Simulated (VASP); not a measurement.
Here is a VASP 6.6.1 calculation.

INCAR

```
PREC     = Accurate       # precision mode
ENCUT    = 520            # plane-wave cutoff, eV
EDIFF    = 1E-7           # SCF threshold, eV
ISMEAR   = 0              # smearing method
SIGMA    = 0.05           # smearing width, eV
LREAL    = F              # projectors in reciprocal space
LASPH    = T              # aspherical terms in the spheres
NELM     = 100            # most SCF steps
ALGO     = Normal         # electronic algorithm
ISIF     = 2              # what is computed and relaxed
LWAVE    = F              # write WAVECAR
LCHARG   = F              # write CHGCAR
GGA      = PE             # functional
NBANDS   = 15             # bands
```

KPOINTS

```
Automatic mesh
0
Gamma
  8 8 8
```

File POSCAR:

```
KF
1.0
    0.1145431548      2.7099318578      2.7099318578
    2.7099318578      0.1145431548      2.7099318578
    2.7099318578      2.7099318578      0.1145431548
K F
1 1
Direct
    0.0000000000      0.0000000000      0.0000000000
    0.5000000000      0.5000000000      0.5000000000
```

Potentials or basis: VASP PAW PBE potentials, release 64 (K_sv, F).

Command:

```console
$ cat potpaw_PBE.64/K_sv/POTCAR potpaw_PBE.64/F/POTCAR > POTCAR
$ mpirun -np 1 vasp_std > vasp.out
```

**Question.** What does it give for the pressure?

**Answer.** 2.2 GPa.

**Question.** Estimate the band gap on the k mesh.

**Answer.** 6.24 eV, direct.

Stress tensor (GPa, compression positive):
```
 2.22 -0.62 -0.62
-0.62  2.22 -0.62
-0.62 -0.62  2.22
```

A k mesh can miss the band edges.
